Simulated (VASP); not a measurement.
# PbS (P2_1/m) in VASP: single point with r2SCAN

Aim: the single point of PbS with r2SCAN.

Everything below comes from runs of VASP 6.6.1. Logs are shortened: lines on timing, memory, paths and dates and some standing lists are left out, and cuts for length are marked.

## 1. The cell of the first run

Symmetry: P2_1/m, No. 11, monoclinic system. Conventional cell: a = 5.871 Å, b = 3.979 Å, c = 9.978 Å, α = 90.00°, β = 90.75°, γ = 90.00°. Pb (site symmetry m) has 4 S at 2.69 to 2.98 Å within 3.6 Å. Within 3.6 Å of Pb (site symmetry m) lie 6 S at 2.75 to 3.26 Å. S (site symmetry m) has 5 Pb at 2.75 to 3.02 Å within 3.6 Å. Within 3.8 Å of S (site symmetry m) lie 5 Pb at 2.69 to 3.26 Å and 4 S at 3.74 to 3.78 Å.

## 2. Single point, r2SCAN

File POSCAR:

```
PbS
1.0
    5.8670136084      0.0000000000      0.2236883127
    0.0000000000      3.9792467357      0.0000000000
   -0.2503671076      0.0000000000      9.9747783827
Pb S
4 4
Direct
    0.7376751410      0.2500000000      0.6184295417
    0.2623248590      0.7500000000      0.3815704583
    0.2603830543      0.2500000000      0.8934940994
    0.7396169457      0.7500000000      0.1065059006
    0.7471270842      0.2500000000      0.9165719888
    0.2528729158      0.7500000000      0.0834280112
    0.4335533169      0.7500000000      0.6543354510
    0.5664466831      0.2500000000      0.3456645490
```

File INCAR.step1:

```
ALGO = Normal
EDIFF = 1E-4
ENCUT = 520
GGA = PE
ISMEAR = 0
LASPH = True
LCHARG = False
LREAL = False
LWAVE = True
NBANDS = 50
NELM = 80
PREC = Accurate
SIGMA = 0.01
```

File INCAR.step2:

```
ALGO = Normal
EDIFF = 1E-6
ENCUT = 520
ISIF = 2
ISMEAR = 0
ISTART = 1
LASPH = True
LCHARG = True
LELF = True
LMIXTAU = True
LREAL = False
LVHAR = True
LWAVE = False
METAGGA = R2SCAN
NBANDS = 50
NELM = 80
PREC = Accurate
SIGMA = 0.01
```

File KPOINTS:

```
k-points
0
Gamma
  4 6 4
```

Potentials or basis: VASP PAW PBE potentials, release 64 (Pb_d, S).

On the command line:

```sh
cat potpaw_PBE.64/Pb_d/POTCAR potpaw_PBE.64/S/POTCAR > POTCAR
cp INCAR.step1 INCAR
mpirun -np 1 vasp_std > vasp.out
cp INCAR.step2 INCAR
mpirun -np 1 vasp_std > vasp.out
```

OUTCAR:

```text
EDIFF = 1E-6
   ENCUT = 520
   ISIF = 2
   ISMEAR = 0
   ISTART = 1
   LASPH = True
   LREAL = False
   METAGGA = R2SCAN
   NELM = 80
   PREC = Accurate

 ion  position               nearest neighbor table
   1  0.738  0.250  0.618-   7 2.69   7 2.69   8 2.91   5 2.98   3 3.90
   2  0.262  0.750  0.382-   8 2.69   8 2.69   7 2.91   6 2.98   4 3.90
   3  0.260  0.250  0.893-   6 2.75   6 2.75   5 2.87   5 3.02   7 3.26   7 3.26   1 3.90   4 4.07
                             4 4.07
   4  0.740  0.750  0.107-   5 2.75   5 2.75   6 2.87   6 3.02   8 3.26   8 3.26   2 3.90   3 4.07
                             3 4.07
   5  0.747  0.250  0.917-   4 2.75   4 2.75   3 2.87   1 2.98   3 3.02
   6  0.253  0.750  0.083-   3 2.75   3 2.75   4 2.87   2 2.98   4 3.02
   7  0.434  0.750  0.654-   1 2.69   1 2.69   2 2.91   3 3.26   3 3.26
   8  0.566  0.250  0.346-   2 2.69   2 2.69   1 2.91   4 3.26   4 3.26

  LATTYP: Found a simple monoclinic cell.
 ALAT       =     5.8712762788
 B/A-ratio  =     0.6777481670
 C/A-ratio  =     1.6994465127
 COS(beta)  =    -0.0130128620

  Lattice vectors:

 A1 = (   5.8670136084,   0.0000000000,   0.2236883127)
 A2 = (   0.0000000000,  -3.9792467357,   0.0000000000)
 A3 = (   0.2503671076,   0.0000000000,  -9.9747783827)

Analysis of symmetry for initial positions (statically):
=====================================================================
 Subroutine PRICEL returns:
 Original cell was already a primitive cell.

 Routine SETGRP: Setting up the symmetry group for a
 simple monoclinic supercell.

 Subroutine GETGRP returns: Found  4 space group operations
 (whereof  2 operations were pure point group operations)
 out of a pool of  4 trial point group operations.

The static configuration has the point symmetry S_2 .
 The point group associated with its full space group is C_2h.

Analysis of symmetry for dynamics (positions and initial velocities):
=====================================================================
 Subroutine PRICEL returns:
 Original cell was already a primitive cell.

 Routine SETGRP: Setting up the symmetry group for a
 simple monoclinic supercell.

 Subroutine GETGRP returns: Found  4 space group operations
 (whereof  2 operations were pure point group operations)
 out of a pool of  4 trial point group operations.

The dynamic configuration has the point symmetry S_2 .
 The point group associated with its full space group is C_2h.

 Subroutine INISYM returns: Found  4 space group operations
 (whereof  2 operations are pure point group operations),
 and found     1 'primitive' translations

----------------------------------------------------------------------------------------

                                     Primitive cell

  volume of cell :     233.0970

  direct lattice vectors                    reciprocal lattice vectors
     5.867013608  0.000000000  0.223688313     0.170281511  0.000000000  0.004274069
     0.000000000  3.979246736  0.000000000     0.000000000  0.251303844  0.000000000
    -0.250367108  0.000000000  9.974778383    -0.003818630  0.000000000  0.100157006

  length of vectors
     5.871276279  3.979246736  9.977919997     0.170335142  0.251303844  0.100229775

  position of ions in fractional coordinates (direct lattice)
     0.737675141  0.250000000  0.618429542
     0.262324859  0.750000000  0.381570458
     0.260383054  0.250000000  0.893494099
     0.739616946  0.750000000  0.106505901
     0.747127084  0.250000000  0.916571989
     0.252872916  0.750000000  0.083428011
     0.433553317  0.750000000  0.654335451
     0.566446683  0.250000000  0.345664549

  ion indices of the primitive-cell ions
   primitive index   ion index
                 1           1
                 2           2
                 3           3
                 4           4
                 5           5
                 6           6
                 7           7
                 8           8

----------------------------------------------------------------------------------------

 KPOINTS: k-points

Automatic generation of k-mesh.
 Grid dimensions read from file:
 generate k-points for:    4    6    4

 Generating k-lattice:

  Cartesian coordinates                     Fractional coordinates (reciprocal lattice)
     0.042570378  0.000000000  0.001068517     0.250000000  0.000000000  0.000000000
     0.000000000  0.041883974  0.000000000     0.000000000  0.166666667  0.000000000
    -0.000954657  0.000000000  0.025039252     0.000000000  0.000000000  0.250000000

  Length of vectors
     0.042583785  0.041883974  0.025057444

  Shift w.r.t. Gamma in fractional coordinates (k-lattice)
     0.000000000  0.000000000  0.000000000

 Subroutine IBZKPT returns following result:
 ===========================================

 Found     40 irreducible k-points:

 Following reciprocal coordinates:
            Coordinates               Weight
  0.000000  0.000000  0.000000      1.000000
  0.250000  0.000000  0.000000      2.000000
  0.500000  0.000000  0.000000      1.000000
  0.000000  0.166667  0.000000      2.000000
  0.250000  0.166667  0.000000      4.000000
  0.500000  0.166667  0.000000      2.000000
[... 16 lines left out ...]
  0.500000  0.333333  0.250000      4.000000
 -0.250000  0.333333  0.250000      4.000000
 [... further k-points ...]
   k-points           NKPTS =     40   k-points in BZ     NKDIM =     40   number of bands    NBANDS=     50
   number of dos      NEDOS =    301   number of ions     NIONS =      8
   total plane-waves  NPLWV = 115200
   dimension x,y,z NGX =    48 NGY =   30 NGZ =   80
   dimension x,y,z NGXF=    96 NGYF=   60 NGZF=  160
   ions per type =               4   4
   NGX,Y,Z   is equivalent  to a cutoff of  13.59, 12.53, 13.33 a.u.
   NGXF,Y,Z  is equivalent  to a cutoff of  27.18, 25.07, 26.66 a.u.
 SYSTEM =  unknown system
   PREC   = accura    normal or accurate (medium, high low for compatibility)
   ISTART =      1    job   : 0-new  1-cont  2-samecut
   ICHARG =      0    charge: 1-file 2-atom 10-const
   ISPIN  =      1    spin polarized calculation?
   LNONCOLLINEAR =      F non collinear calculations
   LSORBIT =      F    spin-orbit coupling
   LASPH  =      T    aspherical Exc in radial PAW
   ENCUT  =  520.0 eV  38.22 Ry    6.18 a.u.  10.92  7.40 18.55*2*pi/ulx,y,z
   NELM   =     80;   NELMIN=  2; NELMDL=  0     # of ELM steps
   EDIFF  = 0.1E-05   stopping-criterion for ELM
   LREAL  =      F    real-space projection
   EDIFFG = 0.1E-04   stopping-criterion for IOM
   NSW    =      0    number of steps for IOM
   IBRION =     -1    ionic relax: 0-MD 1-quasi-New 2-CG
   NFREE  =      0    steps in history (QN), initial steepest desc. (CG)
   ISIF   =      2    stress and relaxation
   ISYM   =      2    0-nonsym 1-usesym 2-fastsym
   POTIM  = 0.5000    time-step for ionic-motion
   TEBEG  =    0.0;   TEEND  =   0.0 temperature during run
   PSTRESS=    0.0 pullay stress
   NELECT =      80.0000    total number of electrons
   NUPDOWN=      -1.0000    fix difference up-down
   EMIN   =  10.00;   EMAX   =-10.00  energy-range for DOS
   EFERMI =   0.00;   METHOD = LEGACY
   ISMEAR =     0;   SIGMA  =   0.01  broadening in eV -4-tet -1-fermi 0-gaus
   EFERMI_NEDOS =   21; number of points for ismear=-14 and -15
   IALGO  =     38    algorithm
   IMIX   =      4    mixing-type and parameters
     AMIX     =   0.40;   BMIX     =  1.00
     AMIX_MAG =   1.60;   BMIX_MAG =  1.00
  volume/ion in A,a.u.               =      29.14       196.63
  Fermi-wavevector in a.u.,A,eV,Ry     =   1.146197  2.165998 17.874894  1.313768
  Thomas-Fermi vector in A             =   2.282882
   LORBIT       =      0    0 simple, 1 ext, 2 COOP (PROOUT), +10 PAW based schemes
   METAGGA = R2SCAN    functional components
   LHFCALC =     F    Hartree Fock is set to
   AEXX    =    0.0000 exact exchange contribution
   IVDW    =     0    specifies the selected vdW correction
   LEPSILON=     F    determine dielectric tensor
   LRPA    =     F    only Hartree local field effects (RPA)
 non-spin polarized calculation
 Gauss-broadening in eV      SIGMA  =   0.01
  energy-cutoff  :      520.00
  volume of cell :      233.10
 maximum number of plane-waves:      6306
 NGX is ok and might be reduce to    48
   NGX = 21   NGY = 15   NGZ = 37

 number of electron      80.0000004 magnetization

 Free energy of the ion-electron system (eV)
  ---------------------------------------------------
  ext. energy  EPLUGINS =         0.00000000
  ---------------------------------------------------
  free energy    TOTEN  =      -261.79190826 eV

  energy without entropy =     -261.79190826  energy(sigma->0) =     -261.79190826

 E-fermi :   4.0871     XC(G=0):  -9.5500

 val. band max:        4.0347238405   @ k =   0.5000   0.0000   0.2500
 cond. band min:       5.1909265189   @ k =   0.5000   0.0000   0.0000
 fundamental gap:      1.1562026784
 Fermi energy:         4.0871245277

 k-point     1 :       0.0000    0.0000    0.0000
  band No.  band energies     occupation
      1     -13.0999      2.00000
      2     -13.0320      2.00000
      3     -12.9900      2.00000
      4     -12.9729      2.00000
      5     -12.9586      2.00000
      6     -12.9573      2.00000
[... 42 lines left out ...]
     49       8.9771      0.00000
     50       9.2972      0.00000

 k-point     2 :       0.2500    0.0000    0.0000
  band No.  band energies     occupation
      1     -13.0963      2.00000
      2     -13.0332      2.00000
      3     -12.9886      2.00000
      4     -12.9764      2.00000
      5     -12.9586      2.00000
      6     -12.9507      2.00000
[... 42 lines left out ...]
     49       8.9693      0.00000
     50       9.0119      0.00000

 k-point     3 :       0.5000    0.0000    0.0000
  band No.  band energies     occupation
      1     -13.0928      2.00000
      2     -13.0345      2.00000
      3     -12.9856      2.00000
      4     -12.9814      2.00000
      5     -12.9571      2.00000
      6     -12.9451      2.00000
[... 1102 lines left out ...]
     49       8.7832      0.00000
     50       9.2522      0.00000

 k-point    24 :      -0.2500    0.3333    0.2500
  band No.  band energies     occupation
      1     -13.1035      2.00000
      2     -13.0708      2.00000
      3     -12.9841      2.00000
      4     -12.9784      2.00000
      5     -12.9620      2.00000
      6     -12.9589      2.00000
[... 42 lines left out ...]
     49       9.0115      0.00000
     50       9.4201      0.00000

 [... further k-points ...]
[... 5 lines left out ...]
  --------------------------------------------------------------------------------------
  -------------------------------------------------------------------------------------
  Total        1.2379028      1.3097010      1.2179076      0.0000000      0.0000000      0.0189718
  in kB        8.5086469      9.0021473      8.3712114      0.0000000      0.0000000      0.1304013
  external PRESSURE =       8.6273352 kB  Pullay stress =       0.0000000 kB

 VOLUME and BASIS-vectors are now :
 -----------------------------------------------------------------------------
  energy-cutoff  :      520.00
  volume of cell :      233.10
      direct lattice vectors                 reciprocal lattice vectors
     5.867013608  0.000000000  0.223688313     0.170281511  0.000000000  0.004274069
     0.000000000  3.979246736  0.000000000     0.000000000  0.251303844  0.000000000
    -0.250367108  0.000000000  9.974778383    -0.003818630  0.000000000  0.100157006

 POSITION                                       TOTAL-FORCE (eV/Angst)
 -----------------------------------------------------------------------------------
      4.17312      0.99481      6.33371        -0.021349     -0.000000     -0.002416
      1.44353      2.98444      3.86476         0.021349      0.000000      0.002416
      1.30397      0.99481      8.97065        -0.000215     -0.000000      0.003787
      4.31268      2.98444      1.22782         0.000215     -0.000000     -0.003787
      4.15393      0.99481      9.30973         0.007355      0.000000     -0.000527
      1.46272      2.98444      0.88874        -0.007355     -0.000000      0.000527
      2.37984      2.98444      6.62383        -0.002518     -0.000000     -0.001816
      3.23681      0.99481      3.57463         0.002518     -0.000000      0.001816
 -----------------------------------------------------------------------------------
    total drift:                                0.000000     -0.000000      0.000000

  FREE ENERGIE OF THE ION-ELECTRON SYSTEM (eV)
  ---------------------------------------------------
  free  energy   TOTEN  =      -261.7919082561 eV

  energy  without entropy=     -261.7919082561  energy(sigma->0) =     -261.79190826
```

It took 12 min on 1 thread of Intel Xeon 6975P-C (Granite Rapids), shared host; peak memory 0.58 GiB.

What came out:

```yaml
Free_energy: -261.7919 eV
Pressure: 0.9 GPa
Largest_force: 0.021 eV/Å
Band_gap_on_the_k_mesh: 1.16 eV (least direct gap 1.27 eV)
```

Forces on the atoms (eV/Å):
```
Pb  -0.021  0.000 -0.002
Pb   0.021  0.000  0.002
Pb   0.000  0.000  0.004
Pb   0.000  0.000 -0.004
S    0.007  0.000 -0.001
S   -0.007  0.000  0.001
S   -0.003  0.000 -0.002
S    0.003  0.000  0.002
```

Caveat: the PAW data sets were made with another functional, which shifts forces and pressure a little; spin-orbit coupling is left out, which moves the levels of the heavy elements. A k mesh can miss the band edges.
